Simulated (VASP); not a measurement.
The system is Pt.

```xyz
2
Lattice="2.7614 0.0000 0.0000 -1.3807 2.3915 0.0000 0.0000 0.0000 4.4735" Properties=species:S:1:pos:R:3 pbc="T T T"
Pt    0.0000    1.5943    1.1184
Pt    1.3807    0.7972    3.3551
```

* Program: VASP 6.6.1
* Task: relaxation of cell and atoms
* Functional: LDA
* Potentials or basis: VASP PAW LDA potentials, release 64 (Pt)
* Cutoff: 600 eV
* k mesh: 17 × 17 × 9
* Occupations: fermi-dirac, width 0.05 eV
* Spin: no spin polarisation

At the start: pressure 2.5 GPa; volume 14.77 Å³/atom.

Q: How do energy, volume and symmetry change on relaxing?

A: Over 7 steps the energy falls by 23.4 meV/atom and the volume is 14.89 Å³/atom (+0.8 %); space group P6_3/mmc (No. 194, to 0.05 Å).

Step by step:
```
step  energy change (eV)  largest force (eV/Å)  pressure (GPa)  volume (Å³)
   1              0.0000                0.0000            2.52        29.54
   2             -0.0273                0.0000           -7.13        30.52
   3             -0.0302                0.0000           -5.10        30.29
   4             -0.0453                0.0000            0.00        29.81
   5             -0.0463                0.0000           -1.05        29.90
   6             -0.0468                0.0000            0.29        29.76
   7             -0.0469                0.0000            0.00        29.79
```

Final structure:
```
Pt
1.0
     2.71465    0.00000    0.00000
    -1.35733    2.35096    0.00000
     0.00000    0.00000    4.66736
Pt
2
Cartesian
  0.0000 1.5673 1.1668
  1.3573 0.7837 3.5005
```
